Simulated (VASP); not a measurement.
# Ge (Fd-3m) in VASP: notebook

Ge is run at these levels: r2SCAN50, HSE06; tasks: single point.

Everything below comes from runs of VASP 6.6.1. Logs are shortened: lines on timing, memory, paths and dates and some standing lists are left out, and cuts for length are marked.

### 1 The cell of the first run

The structure is cubic, space group Fd-3m (No. 227). The conventional cell has a = 5.658 Å, b = 5.658 Å, c = 5.658 Å, α = 90.00°, β = 90.00°, γ = 90.00°. Ge (site symmetry -43m) has 4 Ge at 2.45 Å within 3.2 Å.

### 2 Single point, r2SCAN50

The input, POSCAR:

```
Ge
1.0
    0.0000000000      2.8289100000      2.8289100000
    2.8289100000      0.0000000000      2.8289100000
    2.8289100000      2.8289100000      0.0000000000
Ge
2
Direct
    0.7500000000      0.7500000000      0.7500000000
    0.5000000000      0.5000000000      0.5000000000
```

The input, INCAR.step1:

```
SYSTEM = Ge
ALGO     = Normal         ! electronic algorithm
EDIFF    = 1E-5           ! SCF threshold, eV
ENCUT    = 520            ! plane-wave cutoff, eV
GGA      = PE             ! functional
ISIF     = 2              ! what is computed and relaxed
ISMEAR   = -1             ! smearing method
LASPH    = .TRUE.         ! aspherical terms in the spheres
LCHARG   = .FALSE.        ! write CHGCAR
LREAL    = .FALSE.        ! projectors in reciprocal space
LWAVE    = .TRUE.         ! write WAVECAR
NBANDS   = 21             ! bands
NELM     = 60             ! most SCF steps
PREC     = Accurate       ! precision mode
SIGMA    = 0.05           ! smearing width, eV
```

The input, INCAR.step2:

```
SYSTEM = Ge
AEXX     = 0.5            ! exact-exchange fraction
ALGO     = Normal         ! electronic algorithm
EDIFF    = 1E-6           ! SCF threshold, eV
ENCUT    = 520            ! plane-wave cutoff, eV
ISIF     = 2              ! what is computed and relaxed
ISMEAR   = -1             ! smearing method
ISTART   = 1            
LASPH    = .TRUE.         ! aspherical terms in the spheres
LCHARG   = .FALSE.        ! write CHGCAR
LHFCALC  = .TRUE.         ! exact exchange
LMIXTAU  = .TRUE.       
LREAL    = .FALSE.        ! projectors in reciprocal space
LWAVE    = .FALSE.        ! write WAVECAR
METAGGA  = R2SCAN         ! meta-GGA
NBANDS   = 21             ! bands
NELM     = 60             ! most SCF steps
PREC     = Accurate       ! precision mode
PRECFOCK = Normal       
SIGMA    = 0.05           ! smearing width, eV
```

The input, KPOINTS:

```
k-points
0
G
  5 5 5
  0 0 0
```

Potentials or basis: VASP PAW PBE potentials, release 64 (Ge_d).

Started as:

```bash
cat potpaw_PBE.64/Ge_d/POTCAR > POTCAR
cp INCAR.step1 INCAR
mpirun -np 1 vasp_std > vasp.out
cp INCAR.step2 INCAR
mpirun -np 1 vasp_std > vasp.out
```

OUTCAR:

```text
SYSTEM = Ge
   AEXX = 0.5
   EDIFF = 1E-6
   ENCUT = 520
   ISIF = 2
   ISMEAR = -1
   ISTART = 1
   LASPH = .TRUE.
   LHFCALC = .TRUE.
   LREAL = .FALSE.
   METAGGA = R2SCAN
   NELM = 60
   PREC = Accurate
   PRECFOCK = Normal

 ion  position               nearest neighbor table
   1  0.750  0.750  0.750-   2 2.45   2 2.45   2 2.45   2 2.45
   2  0.500  0.500  0.500-   1 2.45   1 2.45   1 2.45   1 2.45

  LATTYP: Found a face centered cubic cell.
 ALAT       =     5.6578200000

  Lattice vectors:

 A1 = (   0.0000000000,   2.8289100000,   2.8289100000)
 A2 = (   2.8289100000,   0.0000000000,   2.8289100000)
 A3 = (   2.8289100000,   2.8289100000,   0.0000000000)

Analysis of symmetry for initial positions (statically):
=====================================================================
 Subroutine PRICEL returns:
 Original cell was already a primitive cell.

 Routine SETGRP: Setting up the symmetry group for a
 face centered cubic supercell.

 Subroutine GETGRP returns: Found 48 space group operations
 (whereof 24 operations were pure point group operations)
 out of a pool of 48 trial point group operations.

The static configuration has the point symmetry T_d .
 The point group associated with its full space group is O_h .

Analysis of symmetry for dynamics (positions and initial velocities):
=====================================================================
 Subroutine PRICEL returns:
 Original cell was already a primitive cell.

 Routine SETGRP: Setting up the symmetry group for a
 face centered cubic supercell.

 Subroutine GETGRP returns: Found 48 space group operations
 (whereof 24 operations were pure point group operations)
 out of a pool of 48 trial point group operations.

The dynamic configuration has the point symmetry T_d .
 The point group associated with its full space group is O_h .

 Subroutine INISYM returns: Found 48 space group operations
 (whereof 24 operations are pure point group operations),
 and found     1 'primitive' translations

----------------------------------------------------------------------------------------

                                     Primitive cell

  volume of cell :      45.2780

  direct lattice vectors                    reciprocal lattice vectors
     0.000000000  2.828910000  2.828910000    -0.176746521  0.176746521  0.176746521
     2.828910000  0.000000000  2.828910000     0.176746521 -0.176746521  0.176746521
     2.828910000  2.828910000  0.000000000     0.176746521  0.176746521 -0.176746521

  length of vectors
     4.000682889  4.000682889  4.000682889     0.306133954  0.306133954  0.306133954

  position of ions in fractional coordinates (direct lattice)
     0.750000000  0.750000000  0.750000000
     0.500000000  0.500000000  0.500000000

  ion indices of the primitive-cell ions
   primitive index   ion index
                 1           1
                 2           2

----------------------------------------------------------------------------------------

 KPOINTS: k-points

Automatic generation of k-mesh.
 Grid dimensions read from file:
 generate k-points for:    5    5    5

 Generating k-lattice:

  Cartesian coordinates                     Fractional coordinates (reciprocal lattice)
    -0.035349304  0.035349304  0.035349304     0.200000000  0.000000000  0.000000000
     0.035349304 -0.035349304  0.035349304     0.000000000  0.200000000  0.000000000
     0.035349304  0.035349304 -0.035349304     0.000000000  0.000000000  0.200000000

  Length of vectors
     0.061226791  0.061226791  0.061226791

  Shift w.r.t. Gamma in fractional coordinates (k-lattice)
     0.000000000  0.000000000  0.000000000

 Subroutine IBZKPT returns following result:
 ===========================================

 Found     10 irreducible k-points:

 Following reciprocal coordinates:
            Coordinates               Weight
  0.000000  0.000000  0.000000      1.000000
  0.200000  0.000000  0.000000      8.000000
  0.400000  0.000000  0.000000      8.000000
  0.200000  0.200000  0.000000      6.000000
  0.400000  0.200000  0.000000     24.000000
 -0.400000  0.200000  0.000000     24.000000
 -0.200000  0.200000  0.000000     12.000000
  0.400000  0.400000  0.000000      6.000000
 -0.400000  0.400000  0.000000     12.000000
 -0.400000  0.400000  0.200000     24.000000
   k-points           NKPTS =     10   k-points in BZ     NKDIM =    125   number of bands    NBANDS=     21
   number of dos      NEDOS =    301   number of ions     NIONS =      2
   total plane-waves  NPLWV =  27000
   dimension x,y,z NGX =    30 NGY =   30 NGZ =   30
   dimension x,y,z NGXF=    60 NGYF=   60 NGZF=   60
   ions per type =               2
   NGX,Y,Z   is equivalent  to a cutoff of  12.47, 12.47, 12.47 a.u.
   NGXF,Y,Z  is equivalent  to a cutoff of  24.93, 24.93, 24.93 a.u.
 SYSTEM =  Ge
   PREC   = accura    normal or accurate (medium, high low for compatibility)
   ISTART =      1    job   : 0-new  1-cont  2-samecut
   ICHARG =      0    charge: 1-file 2-atom 10-const
   ISPIN  =      1    spin polarized calculation?
   LNONCOLLINEAR =      F non collinear calculations
   LSORBIT =      F    spin-orbit coupling
   LASPH  =      T    aspherical Exc in radial PAW
   ENCUT  =  520.0 eV  38.22 Ry    6.18 a.u.   7.44  7.44  7.44*2*pi/ulx,y,z
   NELM   =     60;   NELMIN=  2; NELMDL=  0     # of ELM steps
   EDIFF  = 0.1E-05   stopping-criterion for ELM
   LREAL  =      F    real-space projection
   EDIFFG = 0.1E-04   stopping-criterion for IOM
   NSW    =      0    number of steps for IOM
   IBRION =     -1    ionic relax: 0-MD 1-quasi-New 2-CG
   NFREE  =      0    steps in history (QN), initial steepest desc. (CG)
   ISIF   =      2    stress and relaxation
   ISYM   =      3    0-nonsym 1-usesym 2-fastsym
   POTIM  = 0.5000    time-step for ionic-motion
   TEBEG  =    0.0;   TEEND  =   0.0 temperature during run
   PSTRESS=    0.0 pullay stress
   NELECT =      28.0000    total number of electrons
   NUPDOWN=      -1.0000    fix difference up-down
   EMIN   =  10.00;   EMAX   =-10.00  energy-range for DOS
   EFERMI =   0.00;   METHOD = LEGACY
   ISMEAR =    -1;   SIGMA  =   0.05  broadening in eV -4-tet -1-fermi 0-gaus
   EFERMI_NEDOS =   21; number of points for ismear=-14 and -15
   IALGO  =     38    algorithm
   IMIX   =      1    mixing-type and parameters
     AMIX     =   0.40;   BMIX     =  1.00
     AMIX_MAG =   1.60;   BMIX_MAG =  1.00
  volume/ion in A,a.u.               =      22.64       152.78
  Fermi-wavevector in a.u.,A,eV,Ry     =   1.394756  2.635708 26.468033  1.945346
  Thomas-Fermi vector in A             =   2.518275
   LORBIT       =      0    0 simple, 1 ext, 2 COOP (PROOUT), +10 PAW based schemes
   METAGGA = R2SCAN    functional components
   LHFCALC =     T    Hartree Fock is set to
   PRECFOCK=normal    Normal, Fast or Accurate (Low or Medium for compatibility)
   ENCUT4O =  -1.0   cutoff for four orbital integrals eV
   NKREDX  =     1    reduce k-point grid by
   NKREDY  =     1    reduce k-point grid by
   NKREDZ  =     1    reduce k-point grid by
   AEXX    =    0.5000 exact exchange contribution
   HFSCREEN=    0.0000 screening length (either q_TF or 0.3 A-1)
   HFSCREENC=   0.0000 screening length for correlation (either q_TF or 0.3 A-1)
   ENCUTFOCK=  -1.0 apply spherical cutoff to Coloumb kernel
   IVDW    =     0    specifies the selected vdW correction
   LEPSILON=     F    determine dielectric tensor
   LRPA    =     F    only Hartree local field effects (RPA)
 non-spin polarized calculation
  energy-cutoff  :      520.00
  volume of cell :       45.28
 maximum number of plane-waves:      1243
 NGX is ok and might be reduce to    30
  NGX = 24; NGY = 24; NGZ = 24

 number of electron      28.0000022 magnetization

 Free energy of the ion-electron system (eV)
  ---------------------------------------------------
  ext. energy  EPLUGINS =         0.00000000
  ---------------------------------------------------
  free energy    TOTEN  =       -24.39022903 eV

  energy without entropy =      -24.39022903  energy(sigma->0) =      -24.39022903

 E-fermi :   4.6716     XC(G=0):  -5.9965

 val. band max:        3.6237065039   @ k =   0.0000   0.0000   0.0000
 cond. band min:       6.5625766480   @ k =   0.4000   0.0000   0.0000
 fundamental gap:      2.9388701440
 Fermi energy:         4.6715659025

 k-point     1 :       0.0000    0.0000    0.0000
  band No.  band energies     occupation
      1     -27.9809      2.00000
      2     -27.9809      2.00000
      3     -27.9809      2.00000
      4     -27.9423      2.00000
      5     -27.9423      2.00000
      6     -27.7393      2.00000
[... 13 lines left out ...]
     20      16.4837      0.00000
     21      16.4837      0.00000

 k-point     2 :       0.2000    0.0000    0.0000
  band No.  band energies     occupation
      1     -27.9961      2.00000
      2     -27.9961      2.00000
      3     -27.9756      2.00000
      4     -27.9199      2.00000
      5     -27.9199      2.00000
      6     -27.7540      2.00000
[... 13 lines left out ...]
     20      15.1108      0.00000
     21      15.1108      0.00000

 k-point     3 :       0.4000    0.0000    0.0000
  band No.  band energies     occupation
      1     -28.0059      2.00000
      2     -28.0059      2.00000
      3     -27.9668      2.00000
      4     -27.9019      2.00000
      5     -27.9019      2.00000
      6     -27.7625      2.00000
[... 13 lines left out ...]
     20      17.0611      0.00000
     21      17.0611      0.00000
[... 121 lines left out ...]
 k-point     9 :      -0.4000    0.4000    0.0000
  band No.  band energies     occupation
      1     -28.0309      2.00000
      2     -28.0176      2.00000
      3     -27.9278      2.00000
      4     -27.8866      2.00000
      5     -27.8338      2.00000
      6     -27.8221      2.00000
[... 13 lines left out ...]
     20      17.5397      0.00000
     21      21.1436      0.00000

 k-point    10 :      -0.4000    0.4000    0.2000
  band No.  band energies     occupation
      1     -28.0293      2.00000
      2     -28.0240      2.00000
      3     -27.9213      2.00000
      4     -27.8650      2.00000
      5     -27.8570      2.00000
      6     -27.8305      2.00000
[... 13 lines left out ...]
     20      17.8804      0.00000
     21      20.9143      0.00000

------------------------ aborting loop because EDIFF is reached ----------------------------------------

  FORCE on cell =-STRESS in cart. coord.  units (eV):
  Direction    XX          YY          ZZ          XY          YZ          ZX
  --------------------------------------------------------------------------------------
  -------------------------------------------------------------------------------------
  Total       -0.5959489     -0.5959489     -0.5959489      0.0000000      0.0000000      0.0000000
  in kB      -21.0878445    -21.0878445    -21.0878445      0.0000000      0.0000000      0.0000000
  external PRESSURE =     -21.0878445 kB  Pullay stress =       0.0000000 kB

 VOLUME and BASIS-vectors are now :
 -----------------------------------------------------------------------------
  energy-cutoff  :      520.00
  volume of cell :       45.28
      direct lattice vectors                 reciprocal lattice vectors
     0.000000000  2.828910000  2.828910000    -0.176746521  0.176746521  0.176746521
     2.828910000  0.000000000  2.828910000     0.176746521 -0.176746521  0.176746521
     2.828910000  2.828910000  0.000000000     0.176746521  0.176746521 -0.176746521

 POSITION                                       TOTAL-FORCE (eV/Angst)
 -----------------------------------------------------------------------------------
      4.24336      4.24336      4.24336         0.000000      0.000000      0.000000
      2.82891      2.82891      2.82891        -0.000000     -0.000000     -0.000000
 -----------------------------------------------------------------------------------
    total drift:                               -0.000003      0.000001     -0.000000

  FREE ENERGIE OF THE ION-ELECTRON SYSTEM (eV)
  ---------------------------------------------------
  free  energy   TOTEN  =       -24.3902290348 eV

  energy  without entropy=      -24.3902290348  energy(sigma->0) =      -24.39022903
```

Run time: 28 min. Hardware: 1 thread of AMD EPYC 9R14 (Zen 4), shared host; peak memory 0.15 GiB.

Results:

```yaml
Free_energy: -24.3902 eV
Pressure: -2.1 GPa
Band_gap_on_the_k_mesh: 2.94 eV (least direct gap 3.11 eV)
```

Levels at points of the mesh, in eV from the valence-band top:
```tsv
k point	band 11	band 12	band 13	band 14	band 15	band 16	band 17	band 18
(0.00, 0.00, 0.00)	-15.66	0.00	0.00	0.00	3.11	5.29	5.29	5.29
```

Caveat: the PAW data sets were made with another functional, which shifts forces and pressure a little; an odd mesh through Γ misses points on the zone boundary, where band edges can lie.

### 3 Single point, HSE06

POSCAR is that of step 2.

The input, INCAR.step1:

```
ALGO = Normal
EDIFF = 1E-5
ENCUT = 520
GGA = PE
ISIF = 2
ISMEAR = -1
KPAR = 4
LASPH = True
LCHARG = False
LREAL = False
LWAVE = True
NBANDS = 21
NELM = 100
PREC = Accurate
SIGMA = 0.05
```

The input, INCAR.step2:

```
ALGO = Normal
EDIFF = 1E-6
ENCUT = 520
GGA = PE
HFSCREEN = 0.2079
ISIF = 2
ISMEAR = -1
ISTART = 1
KPAR = 4
LASPH = True
LCHARG = False
LHFCALC = True
LREAL = False
LWAVE = False
NBANDS = 21
NELM = 100
PREC = Accurate
PRECFOCK = Normal
SIGMA = 0.05
```

The input, KPOINTS:

```
k-points
0
Gamma
  6 6 6
```

Potentials or basis: VASP PAW PBE potentials, release 64 (Ge_d).

Started as:

```bash
cat potpaw_PBE.64/Ge_d/POTCAR > POTCAR
cp INCAR.step1 INCAR
mpirun -np 4 vasp_std > vasp.out
cp INCAR.step2 INCAR
mpirun -np 4 vasp_std > vasp.out
```

It took 24 min on 4 MPI ranks of AMD EPYC 7R13 (Zen 3), shared host; peak memory 0.25 GiB.

It converged, with:

| Property | Result |
| --- | --- |
| Free energy | -10.6511 eV |
| Pressure | 1.0 GPa |
| Band gap on the k mesh | 0.81 eV (least direct gap 0.88 eV) |

Levels at points of the mesh, in eV from the valence-band top:
| k point | band 11 | band 12 | band 13 | band 14 | band 15 | band 16 | band 17 | band 18 |
| --- | --- | --- | --- | --- | --- | --- | --- | --- |
| (0.00, 0.00, 0.00) | -14.05 | 0.00 | 0.00 | 0.00 | 0.88 | 3.22 | 3.22 | 3.22 |
| (0.50, 0.00, 0.00) | -11.72 | -8.30 | -1.52 | -1.52 | 0.81 | 4.45 | 4.45 | 7.92 |
| (0.50, 0.50, 0.00) | -9.71 | -9.71 | -3.36 | -3.36 | 1.27 | 1.27 | 10.80 | 10.80 |

Caveat: the PAW data sets were made with another functional, which shifts forces and pressure a little.
